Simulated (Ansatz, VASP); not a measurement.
## Two plane-wave programs on Cr

INCAR

```
PREC = Accurate ; ENCUT = 520
EDIFF = 1E-6 ; ISMEAR = -1
SIGMA = 0.05 ; LREAL = False
LASPH = True ; NELM = 150
ALGO = Normal ; ISIF = 2
LWAVE = False ; LCHARG = False
ISPIN = 2 ; MAGMOM = 3 3 3 -3
LORBIT = 11 ; LMAXMIX = 4
GGA = PE ; NBANDS = 36
```

The input KPOINTS:

```
Automatic mesh
0
Gamma
  7 10 7
```

Contents of POSCAR:

```
Cr
1.0
    0.0000000000      2.9688993551      2.9688993551
    2.9688993551      0.0000000000      0.0000000000
    0.0000000000      2.9688993551     -2.9688993551
Cr
4
Direct
    0.0000000000      0.0000000000      0.0000000000
    0.5000000000      0.0000000000      0.5000000000
    0.5000000000      0.5000000000      0.0000000000
    0.0000000000      0.5000000000      0.5000000000
```

Input for Ansatz:

```yaml
crystal:
  lattice:
    - [0.0, 2.9688993551, 2.9688993551]
    - [2.9688993551, 0.0, 0.0]
    - [0.0, 2.9688993551, -2.9688993551]
  atoms:
    - { symbol: Cr, position: [0.0, 0.0, 0.0], spin: 3.0 }
    - { symbol: Cr, position: [0.5, 0.0, 0.5], spin: 3.0 }
    - { symbol: Cr, position: [0.5, 0.5, 0.0], spin: 3.0 }
    - { symbol: Cr, position: [0.0, 0.5, 0.5], spin: -3.0 }
magnetization:
  spin_polarized: true
kpoints:
  mp_grid: { grid: [7, 10, 7] }
scf:
  occupations: { method: fermi_dirac, width: 0.05 }
  lower_state_search: "off"
hamiltonian:
  xc: pbe
  pseudopotentials: { kind: paw }
output:
  forces: true
  stress: true
  eigenvalues: true
  populations: true
  write_density: true
  write_potential: true
  elf: true
  volumetric_format: npy
```

Alike in both runs: task single point; functional PBE; k mesh 7 × 10 × 7; occupations fermi-dirac, width 0.05 eV; collinear spin.

```csv
,VASP,Ansatz
version,VASP 6.6.1,Ansatz 0.2.0
potentials or method,"VASP PAW PBE potentials, release 64 (Cr_pv)","PAW with Ansatz's default frozen-core files, scalar-relativistic"
plane-wave cutoff (eV),520,420
valence electrons in the cell,48,56
```

|  | VASP | Ansatz | Ansatz less VASP |
| --- | --- | --- | --- |
| pressure (GPa) | -13.1 | -13.4 | -0.31 |
| net moment per atom (μB) | 0.00 | 0.00 | 0.000 |
| size of the moment on the site where the two differ most (μB) | 1.82 | 1.70 | -0.116 |

Site moments also hang on the region over which each program counts them. VASP's potentials hold 48 valence electrons a cell and Ansatz's 56, so a difference there can come from the potentials and not from the codes. Ansatz's warnings: seeded moment not kept.
